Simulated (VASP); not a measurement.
Runs of VASP 6.6.1 on Hf. The structure is that of space group Fm-3m (No. 225), or close to it. The cells are those of the table. 

| task | cell | smearing | gap on the mesh (eV) | pressure (GPa) | relaxed volume (Å³/atom) |
| --- | --- | --- | --- | --- | --- |
| single point | a = 3.172 Å, angles 60.0°, 1 atom | tetrahedron | none | -0.5 | - |
| relaxation of cell and atoms | relaxed from a = 3.181 Å, angles 60.0°, 1 atom | tetrahedron | none | 0.0 | 22.46 |
| single point | a = 3.174 Å, angles 60.0°, 1 atom | fermi-dirac 0.1 eV | none | (a) | - |
| relaxation of cell and atoms | relaxed from a = 3.181 Å, angles 60.0°, 1 atom | fermi-dirac 0.1 eV | none | 0.0 | 22.51 |

Alike in all rows: level PBE; potentials or basis VASP PAW PBE potentials, release 64 (Hf_pv); no spin polarisation; k mesh 7 × 7 × 7; cutoff (eV) 500.

**Question.** Estimate the missing entries.

**Answer.** (a) -0.4.

Caveats: spin-orbit coupling is left out, which moves the levels of the heavy elements; tetrahedron occupations give inexact forces and stress in metals (some runs).

A k mesh can miss the band edges, and the runs leave out spin-orbit coupling on Hf.

A gap of «none» marks levels without a gap at the run's occupations.
